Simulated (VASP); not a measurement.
Mo3Pt, 8 atoms in the cell. The structure is cubic, space group Pm-3n (No. 223). The conventional cell has a = 4.987 Å, b = 4.987 Å, c = 4.987 Å, α = 90.00°, β = 90.00°, γ = 90.00°. Within 3.3 Å of Mo (site symmetry -4m2) lie 10 Mo at 2.49 to 3.05 Å and 4 Pt at 2.79 Å. Within 3.7 Å of Pt (site symmetry m-3) lie 12 Mo at 2.79 Å. 

- Program: VASP 6.6.1
- Task: relaxation of cell and atoms
- Functional: PBEsol
- Potentials or basis: VASP PAW PBE potentials, release 64 (Mo_sv, Pt)
- Cutoff: 500 eV
- k mesh: 8 × 8 × 8
- Occupations: gaussian, width 0.1 eV
- Spin: no spin polarisation
- Dipole correction: no
- Further INCAR settings: ALGO = Normal; EDIFF = 1e-07; IBRION = 2; EDIFFG = -0.002; NSW = 100; ISIF = 3

Potentials or basis: VASP PAW PBE potentials, release 64 (Mo_sv, Pt).

The run is started by

```console
$ cat potpaw_PBE.64/Mo_sv/POTCAR potpaw_PBE.64/Pt/POTCAR > POTCAR
$ mpirun -np 1 vasp_std > vasp.out
```

Hardware: 1 thread of AMD EPYC 9R45 (Zen 5), on a shared host.

Estimate the wall time of this run.

Wall time 7.2 min on 1 thread of AMD EPYC 9R45 (Zen 5), with other jobs on the host, peak memory 0.3 GiB. Counts: scf iterations 42, k points 35, ion steps 4.
